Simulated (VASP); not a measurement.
# Cu: single point with PBE

Cu:

```
Cu
1.0
     0.00000    1.80750    1.85269
     1.80750    0.00000    1.85269
     1.80750    1.80750    0.00000
Cu
1
Direct
  0.00000 0.00000 0.00000
```

This cell differs from its parent crystal: strain +0.000 along x and y, +0.025 along z.

| Item | Value |
| --- | --- |
| Program | VASP 6.6.1 |
| Task | single point |
| Functional | PBE |
| Potentials or basis | VASP PAW PBE potentials, release 64 (Cu) |
| Cutoff | 520 eV |
| k mesh | 22 × 22 × 22 |
| Occupations | gaussian, width 0.15 eV |
| Spin | no spin polarisation |

The pressure is -1.2 GPa. The band gap on the k mesh is zero (an odd number of electrons rules out a gap without spin polarisation).

Stress tensor (GPa, compression positive):
```
-0.67  0.00  0.00
 0.00 -0.67  0.00
 0.00  0.00 -2.15
```

Levels at points of the mesh, in eV from the Fermi level:
```csv
k point,band 3,band 4,band 5,band 6,band 7,band 8,band 9,band 10
"(0.00, 0.00, 0.00)",-2.91,-2.91,-2.22,-2.10,22.41,24.81,24.88,24.88
"(0.50, 0.00, 0.00)",-2.92,-1.63,-1.59,-0.93,3.64,20.58,21.64,22.10
"(0.50, 0.50, 0.00)",-1.62,-1.48,-1.48,1.18,6.52,13.28,13.28,17.65
"(0.50, 0.00, 0.50)",-1.63,-1.51,-1.43,1.69,7.16,12.68,12.74,17.17
```

Run time: 58 s on 1 thread of AMD EPYC 9R45 96-Core Processor (Zen 5), on a shared host, peak memory 0.19 GiB.

Caveat: the cell differs from its parent crystal (strain +0.000 along x and y, +0.025 along z).
